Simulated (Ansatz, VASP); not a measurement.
# NaI: VASP beside Ansatz

```
CELL_PARAMETERS angstrom
0.00000 3.28495 3.33349
3.28495 0.00000 3.33349
3.28495 3.28495 0.00000
ATOMIC_POSITIONS crystal
Na 0.00000 0.00000 0.00000
I 0.50000 0.50000 0.50000
```

Change from the starting cell: strain +0.015 along x and y, +0.030 along z, atoms carried along.

Alike in both runs: task single point; functional PBE; k mesh 6 × 6 × 6; occupations gaussian, width 0.05 eV; no spin polarisation.

|  | VASP | Ansatz |
| --- | --- | --- |
| version | VASP 6.6.1 | Ansatz 0.2.0 |
| potentials or method | VASP PAW PBE potentials, release 64 (Na_pv, I), cutoff 520 eV | scalar-relativistic, plane waves, PAW |
| valence electrons in the cell | 14 | 26 |

|  | VASP | Ansatz | Ansatz less VASP |
| --- | --- | --- | --- |
| gap on the k mesh at the Fermi level (eV) | 3.48 | 3.48 | +0.003 |
| least direct gap on the mesh (eV) | 3.48 | 3.48 | +0.003 |
| pressure (GPa) | -0.5 | -0.5 | -0.01 |
| traceless stress, the component that is largest in VASP (GPa) | -0.17 | -0.16 | +0.002 |

With one functional, cell and mesh, what is left measures potentials, basis and numerics. VASP's potentials hold 14 valence electrons a cell and Ansatz's 26, so a difference there can come from the potentials and not from the codes.

Spin-orbit coupling is off throughout.
